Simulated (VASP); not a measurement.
Input of a VASP 6.6.1 run:

POSCAR

```
NaCl
1.0
    0.0000000000      2.8027319622      2.8027319622
    2.8027319622      0.0000000000      2.8027319622
    2.8027319622      2.8027319622      0.0000000000
Na Cl
1 1
Direct
    0.0000000000      0.0000000000      0.0000000000
    0.5000000000      0.5000000000      0.5000000000
```

The input INCAR.step1:

```
SYSTEM = NaCl
PREC = Accurate
ENCUT = 520
ISMEAR = 0
SIGMA = 0.01
LREAL = .False.
LASPH = .True.
NELM = 80
NBANDS = 14
GGA = PE
ALGO = Normal
EDIFF = 1E-4
LWAVE = .True.
LCHARG = .False.
```

Contents of INCAR.step2:

```
SYSTEM = NaCl
PREC = Accurate
ENCUT = 520
EDIFF = 1E-7
ISMEAR = 0
SIGMA = 0.01
LREAL = .False.
LASPH = .True.
NELM = 80
ALGO = Normal
ISIF = 2
LWAVE = .False.
LCHARG = .False.
METAGGA = R2SCAN
LMIXTAU = .True.
NBANDS = 14
ISTART = 1
```

File KPOINTS:

```
Automatic mesh
0
Gamma
  8 8 8
  0 0 0
```

Potentials or basis: VASP PAW PBE potentials, release 64 (Na_pv, Cl).

Command:

```bash
$ cat potpaw_PBE.64/Na_pv/POTCAR potpaw_PBE.64/Cl/POTCAR > POTCAR
$ cp INCAR.step1 INCAR
$ mpirun -np 1 vasp_std > vasp.out
$ cp INCAR.step2 INCAR
$ mpirun -np 1 vasp_std > vasp.out
```

(1) Predict the band gap on the k mesh.

(2) Estimate the pressure.

Results:

(1) 6.00 eV.

(2) -0.2 GPa.

Caveat: the PAW data sets were made with another functional, which shifts forces and pressure a little.
